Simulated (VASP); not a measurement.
# Pt (P6_3/mmc) in VASP: relaxation of cell and atoms with PBEsol

Aim: the relaxation of cell and atoms of Pt with PBEsol.

All numbers are computed with VASP 6.6.1; they aren't measurements. Logs are shortened: lines on timing, memory, paths and dates and some standing lists are left out, and cuts for length are marked.

### Step 1. The cell of the first run

Symmetry: P6_3/mmc, No. 194, hexagonal system. The conventional cell has a = 2.770 Å, b = 2.770 Å, c = 4.523 Å, α = 90.00°, β = 90.00°, γ = 120.00°. Within 3.7 Å of Pt (site symmetry -6m2) lie 12 Pt at 2.77 Å.

### Step 2. Relaxation of cell and atoms, PBEsol

Input file INCAR:

```
SYSTEM = Pt
PREC = Accurate
ENCUT = 600
EDIFF = 1E-6
ISMEAR = -1
SIGMA = 0.1
LREAL = .False.
LASPH = .True.
NELM = 100
ALGO = Normal
ISIF = 3
LWAVE = .False.
LCHARG = .False.
GGA = PS
IBRION = 2
NSW = 80
EDIFFG = -0.03
```

Input file KPOINTS:

```
Automatic mesh
0
Gamma
  18 18 10
  0 0 0
```

Input file POSCAR:

```
Pt
1.0
    2.7700000000      0.0000000000      0.0000000000
   -1.3850000000      2.3988903685      0.0000000000
    0.0000000000      0.0000000000      4.5234100000
Pt
2
Direct
    0.3333333333      0.6666666667      0.2500000000
    0.6666666667      0.3333333333      0.7500000000
```

Potentials or basis: VASP PAW PBE potentials, release 64 (Pt).

On the command line:

```console
cat potpaw_PBE.64/Pt/POTCAR > POTCAR
mpirun -np 1 vasp_std > vasp.out
```

OUTCAR:

```text
SYSTEM = Pt
   PREC = Accurate
   ENCUT = 600
   EDIFF = 1E-6
   ISMEAR = -1
   LREAL = .False.
   LASPH = .True.
   NELM = 100
   ISIF = 3
   GGA = PS
   IBRION = 2
   NSW = 80
   EDIFFG = -0.03

 ion  position               nearest neighbor table
   1  0.333  0.667  0.250-   2 2.77   2 2.77   2 2.77   2 2.77   2 2.77   2 2.77
   2  0.667  0.333  0.750-   1 2.77   1 2.77   1 2.77   1 2.77   1 2.77   1 2.77

  LATTYP: Found a hexagonal cell.
 ALAT       =     2.7700000000
 C/A-ratio  =     1.6330000000

  Lattice vectors:

 A1 = (   2.7700000000,   0.0000000000,   0.0000000000)
 A2 = (  -1.3850000000,   2.3988903685,   0.0000000000)
 A3 = (   0.0000000000,   0.0000000000,   4.5234100000)

Analysis of symmetry for initial positions (statically):
=====================================================================
 Subroutine PRICEL returns:
 Original cell was already a primitive cell.

 Routine SETGRP: Setting up the symmetry group for a
 hexagonal supercell.

 Subroutine GETGRP returns: Found 24 space group operations
 (whereof 12 operations were pure point group operations)
 out of a pool of 24 trial point group operations.

The static configuration has the point symmetry D_3d.
 The point group associated with its full space group is D_6h.

Analysis of symmetry for dynamics (positions and initial velocities):
=====================================================================
 Subroutine PRICEL returns:
 Original cell was already a primitive cell.

 Routine SETGRP: Setting up the symmetry group for a
 hexagonal supercell.

 Subroutine GETGRP returns: Found 24 space group operations
 (whereof 12 operations were pure point group operations)
 out of a pool of 24 trial point group operations.

The dynamic configuration has the point symmetry D_3d.
 The point group associated with its full space group is D_6h.

 Subroutine INISYM returns: Found 24 space group operations
 (whereof 12 operations are pure point group operations),
 and found     1 'primitive' translations

----------------------------------------------------------------------------------------

                                     Primitive cell

  volume of cell :      30.0577

  direct lattice vectors                    reciprocal lattice vectors
     2.770000000  0.000000000  0.000000000     0.361010830  0.208429700  0.000000000
    -1.385000000  2.398890369  0.000000000     0.000000000  0.416859400  0.000000000
     0.000000000  0.000000000  4.523410000     0.000000000  0.000000000  0.221072156

  length of vectors
     2.770000000  2.770000000  4.523410000     0.416859400  0.416859400  0.221072156

  position of ions in fractional coordinates (direct lattice)
     0.333333333  0.666666667  0.250000000
     0.666666667  0.333333333  0.750000000

  ion indices of the primitive-cell ions
   primitive index   ion index
                 1           1
                 2           2

----------------------------------------------------------------------------------------

 KPOINTS: Automatic mesh

Automatic generation of k-mesh.
 Grid dimensions read from file:
 generate k-points for:   18   18   10

 Generating k-lattice:

  Cartesian coordinates                     Fractional coordinates (reciprocal lattice)
     0.020056157  0.011579428  0.000000000     0.055555556 -0.000000000  0.000000000
     0.000000000  0.023158856  0.000000000     0.000000000  0.055555556  0.000000000
     0.000000000  0.000000000  0.022107216     0.000000000  0.000000000  0.100000000

  Length of vectors
     0.023158856  0.023158856  0.022107216

  Shift w.r.t. Gamma in fractional coordinates (k-lattice)
     0.000000000  0.000000000  0.000000000

 Subroutine IBZKPT returns following result:
 ===========================================

 Found    222 irreducible k-points:

 Following reciprocal coordinates:
            Coordinates               Weight
  0.000000  0.000000  0.000000      1.000000
  0.055556  0.000000  0.000000      6.000000
  0.111111  0.000000  0.000000      6.000000
  0.166667 -0.000000  0.000000      6.000000
  0.222222 -0.000000  0.000000      6.000000
  0.277778 -0.000000  0.000000      6.000000
[... 16 lines left out ...]
  0.333333  0.111111  0.000000     12.000000
  0.388889  0.111111  0.000000     12.000000
 [... further k-points ...]
   k-points           NKPTS =    222   k-points in BZ     NKDIM =    222   number of bands    NBANDS=     14
   number of dos      NEDOS =    301   number of ions     NIONS =      2
   total plane-waves  NPLWV =  20736
   dimension x,y,z NGX =    24 NGY =   24 NGZ =   36
   dimension x,y,z NGXF=    48 NGYF=   48 NGZF=   72
   ions per type =               2
   NGX,Y,Z   is equivalent  to a cutoff of  14.40, 14.40, 13.23 a.u.
   NGXF,Y,Z  is equivalent  to a cutoff of  28.81, 28.81, 26.46 a.u.
 SYSTEM =  Pt
   PREC   = accura    normal or accurate (medium, high low for compatibility)
   ISTART =      0    job   : 0-new  1-cont  2-samecut
   ICHARG =      2    charge: 1-file 2-atom 10-const
   ISPIN  =      1    spin polarized calculation?
   LNONCOLLINEAR =      F non collinear calculations
   LSORBIT =      F    spin-orbit coupling
   LASPH  =      T    aspherical Exc in radial PAW
   ENCUT  =  600.0 eV  44.10 Ry    6.64 a.u.   5.53  5.53  9.03*2*pi/ulx,y,z
   NELM   =    100;   NELMIN=  2; NELMDL= -5     # of ELM steps
   EDIFF  = 0.1E-05   stopping-criterion for ELM
   LREAL  =      F    real-space projection
   EDIFFG = -.3E-01   stopping-criterion for IOM
   NSW    =     80    number of steps for IOM
   IBRION =      2    ionic relax: 0-MD 1-quasi-New 2-CG
   NFREE  =      1    steps in history (QN), initial steepest desc. (CG)
   ISIF   =      3    stress and relaxation
   ISYM   =      2    0-nonsym 1-usesym 2-fastsym
   POTIM  = 0.5000    time-step for ionic-motion
   TEBEG  =    0.0;   TEEND  =   0.0 temperature during run
   PSTRESS=    0.0 pullay stress
   NELECT =      20.0000    total number of electrons
   NUPDOWN=      -1.0000    fix difference up-down
   EMIN   =  10.00;   EMAX   =-10.00  energy-range for DOS
   EFERMI =   0.00;   METHOD = LEGACY
   ISMEAR =    -1;   SIGMA  =   0.10  broadening in eV -4-tet -1-fermi 0-gaus
   EFERMI_NEDOS =   21; number of points for ismear=-14 and -15
   IALGO  =     38    algorithm
   IMIX   =      4    mixing-type and parameters
     AMIX     =   0.40;   BMIX     =  1.00
     AMIX_MAG =   1.60;   BMIX_MAG =  1.00
  volume/ion in A,a.u.               =      15.03       101.42
  Fermi-wavevector in a.u.,A,eV,Ry     =   1.429221  2.700836 27.792257  2.042673
  Thomas-Fermi vector in A             =   2.549198
   LORBIT       =      0    0 simple, 1 ext, 2 COOP (PROOUT), +10 PAW based schemes
   GGA     = PS    functional components
   LHFCALC =     F    Hartree Fock is set to
   AEXX    =    0.0000 exact exchange contribution
   IVDW    =     0    specifies the selected vdW correction
   LEPSILON=     F    determine dielectric tensor
   LRPA    =     F    only Hartree local field effects (RPA)
 conjugate gradient relaxation of ions
 non-spin polarized calculation
  energy-cutoff  :      600.00
  volume of cell :       30.06
 maximum number of plane-waves:      1038
 NGX is ok and might be reduce to    24
   NGX = 11   NGY = 11   NGZ = 19

--------------------------------------- Ionic step        1  -------------------------------------------

 number of electron      20.0000002 magnetization

 Free energy of the ion-electron system (eV)
  ---------------------------------------------------
  ext. energy  EPLUGINS =         0.00000000
  ---------------------------------------------------
  free energy    TOTEN  =       -13.83018642 eV

  energy without entropy =      -13.70451638  energy(sigma->0) =      -13.76735140

------------------------ aborting loop because EDIFF is reached ----------------------------------------

  FORCE on cell =-STRESS in cart. coord.  units (eV):
  Direction    XX          YY          ZZ          XY          YZ          ZX
  --------------------------------------------------------------------------------------
  -------------------------------------------------------------------------------------
  Total       -0.1563555     -0.1563555      1.4148872      0.0000000      0.0000000      0.0000000
  in kB       -8.3342718     -8.3342718     75.4182184      0.0000000      0.0000000      0.0000000
  external PRESSURE =      19.5832249 kB  Pullay stress =       0.0000000 kB

 VOLUME and BASIS-vectors are now :
 -----------------------------------------------------------------------------
  energy-cutoff  :      600.00
  volume of cell :       30.06
      direct lattice vectors                 reciprocal lattice vectors
     2.770000000  0.000000000  0.000000000     0.361010830  0.208429700  0.000000000
    -1.385000000  2.398890369  0.000000000     0.000000000  0.416859400  0.000000000
     0.000000000  0.000000000  4.523410000     0.000000000  0.000000000  0.221072156
[... 217 lines left out ...]
 POSITION                                       TOTAL-FORCE (eV/Angst)
 -----------------------------------------------------------------------------------
     -0.00000      1.57770      1.16945        -0.000000      0.000000     -0.000000
      1.36633      0.78885      3.50834         0.000000     -0.000000      0.000000
 -----------------------------------------------------------------------------------
    total drift:                               -0.000000      0.000000     -0.000000

  FREE ENERGIE OF THE ION-ELECTRON SYSTEM (eV)
  ---------------------------------------------------
  free  energy   TOTEN  =       -13.8584958802 eV

  energy  without entropy=      -13.7450406509  energy(sigma->0) =      -13.80176827

--------------------------------------- Ionic step        8  -------------------------------------------

 number of electron      20.0000000 magnetization

 Free energy of the ion-electron system (eV)
  ---------------------------------------------------
  ext. energy  EPLUGINS =         0.00000000
  ---------------------------------------------------
  free energy    TOTEN  =       -13.85851726 eV

  energy without entropy =      -13.74522316  energy(sigma->0) =      -13.80187021

 E-fermi :  11.0127     XC(G=0): -13.6029

 val. band max:       11.0119964395   @ k =   0.3889   0.0556   0.5000
 cond. band min:      11.0204856043   @ k =   0.2778  -0.0000   0.0000
 fundamental gap:      0.0084891648
 Fermi energy:        11.0126654889

 k-point     1 :       0.0000    0.0000    0.0000
  band No.  band energies     occupation
      1       0.7687      2.00000
      2       3.5291      2.00000
      3       6.8666      2.00000
      4       7.3430      2.00000
      5       7.3430      2.00000
      6       7.7602      2.00000
      7       7.7602      2.00000
      8       8.9777      2.00000
      9       8.9777      2.00000
     10      10.1112      1.99976
     11      10.7590      1.85337
     12      10.7590      1.85337
     13      16.0935      0.00000
     14      25.9568      0.00000

 k-point     2 :       0.0556    0.0000    0.0000
  band No.  band energies     occupation
      1       0.8844      2.00000
      2       3.6355      2.00000
      3       6.8426      2.00000
      4       7.3488      2.00000
      5       7.4331      2.00000
      6       7.7008      2.00000
      7       7.8457      2.00000
      8       8.8460      2.00000
      9       8.9169      2.00000
     10       9.4110      2.00000
[... 362 lines left out ...]
 k-point    24 :       0.3889    0.1111    0.0000
  band No.  band energies     occupation
      1       4.5210      2.00000
      2       4.6120      2.00000
      3       5.0404      2.00000
      4       7.3059      2.00000
      5       7.4713      2.00000
      6       7.5748      2.00000
      7       7.9288      2.00000
      8      10.5771      1.97465
      9      10.8466      1.68070
     10      11.0876      0.64215
     11      13.0338      0.00000
     12      16.2390      0.00000
     13      18.1267      0.00000
     14      20.3254      0.00000

 [... further k-points ...]

------------------------ aborting loop because EDIFF is reached ----------------------------------------

  FORCE on cell =-STRESS in cart. coord.  units (eV):
  Direction    XX          YY          ZZ          XY          YZ          ZX
  --------------------------------------------------------------------------------------
  -------------------------------------------------------------------------------------
  Total       -0.0206650     -0.0206650     -0.0029672      0.0000000     -0.0000000      0.0000000
  in kB       -1.0936788     -1.0936788     -0.1570370      0.0000000     -0.0000000      0.0000000
  external PRESSURE =      -0.7814648 kB  Pullay stress =       0.0000000 kB

 VOLUME and BASIS-vectors are now :
 -----------------------------------------------------------------------------
  energy-cutoff  :      600.00
  volume of cell :       30.27
      direct lattice vectors                 reciprocal lattice vectors
     2.732562331  0.000000000 -0.000000000     0.365956885  0.211285306 -0.000000000
    -1.366281166  2.366468397 -0.000000000    -0.000000000  0.422570613 -0.000000000
    -0.000000000  0.000000000  4.681504238    -0.000000000  0.000000000  0.213606557

 POSITION                                       TOTAL-FORCE (eV/Angst)
 -----------------------------------------------------------------------------------
     -0.00000      1.57765      1.17038         0.000000     -0.000000     -0.000000
      1.36628      0.78882      3.51113        -0.000000      0.000000      0.000000
 -----------------------------------------------------------------------------------
    total drift:                               -0.000000      0.000000     -0.000000

  FREE ENERGIE OF THE ION-ELECTRON SYSTEM (eV)
  ---------------------------------------------------
  free  energy   TOTEN  =       -13.8585172570 eV

  energy  without entropy=      -13.7452231638  energy(sigma->0) =      -13.80187021

 reached required accuracy - stopping structural energy minimisation
```

It took 3.7 min on 1 thread of Intel Xeon Platinum 8259CL at 2.50GHz (Skylake/Cascade Lake), shared host; peak memory 0.25 GiB.

What came out:

| Item | Value |
| --- | --- |
| Free energy | -13.8585 eV |
| Relaxed volume | 15.14 Å³/atom |
| Relaxed cell | a = 2.733 Å, b = 2.733 Å, c = 4.682 Å, α = 90.00°, β = 90.00°, γ = 120.00° |
| Space group after relaxing (to 0.05 Å) | P6_3/mmc (No. 194) |
| Energy gained by relaxing | 14.2 meV/atom |
| Ionic steps | 8 |
| Pressure after relaxing | -0.1 GPa |
| Band gap on the k mesh | zero (band 10 reaches 11.50 eV, above the bottom of band 11 at 10.14 eV) |

Stress tensor (GPa, compression positive):
```
-0.11  0.00  0.00
 0.00 -0.11  0.00
 0.00  0.00 -0.02
```

Step by step:
| step | energy change (eV) | largest force (eV/Å) | pressure (GPa) | volume (Å³) |
| --- | --- | --- | --- | --- |
| 1 | 0.0000 | 0.0000 | 1.96 | 30.06 |
| 2 | -0.0167 | 0.0000 | -5.27 | 30.85 |
| 3 | -0.0185 | 0.0000 | -3.70 | 30.66 |
| 4 | -0.0272 | 0.0000 | 0.76 | 30.20 |
| 5 | -0.0282 | 0.0000 | -0.41 | 30.31 |
| 6 | -0.0282 | 0.0000 | -0.47 | 30.32 |
| 7 | -0.0283 | 0.0000 | 0.15 | 30.25 |
| 8 | -0.0283 | 0.0000 | -0.08 | 30.27 |

Final structure:
```yaml
crystal:
  lattice:
    - [2.73256, 0.00000, 0.00000]
    - [-1.36628, 2.36647, 0.00000]
    - [0.00000, 0.00000, 4.68150]
  atoms:
    - { symbol: Pt, position: [0.33333, 0.66667, 0.25000] }
    - { symbol: Pt, position: [0.66667, 0.33333, 0.75000] }
```

Levels at points of the mesh, in eV from the Fermi level:
```
           k point  band 6  band 7  band 8  band 9  band 10  band 11  band 12  band 13  band 14
(0.00, 0.00, 0.00)   -3.25   -3.25   -2.03   -2.03    -0.90    -0.25    -0.25     5.08    14.94
(0.50, 0.00, 0.00)   -3.13   -2.91    0.05    0.26     0.49     2.29     3.80     7.44     9.07
(0.00, 0.00, 0.50)   -3.68   -3.68   -3.68   -0.88    -0.88    -0.88    -0.88    12.43    12.43
(0.50, 0.00, 0.50)   -2.00   -0.99   -0.99    0.39     0.39     1.63     1.63     6.68     6.68
```

Caveat: the PAW data sets were made with another functional, which shifts forces and pressure a little; spin-orbit coupling is left out, which moves the levels of the heavy elements.
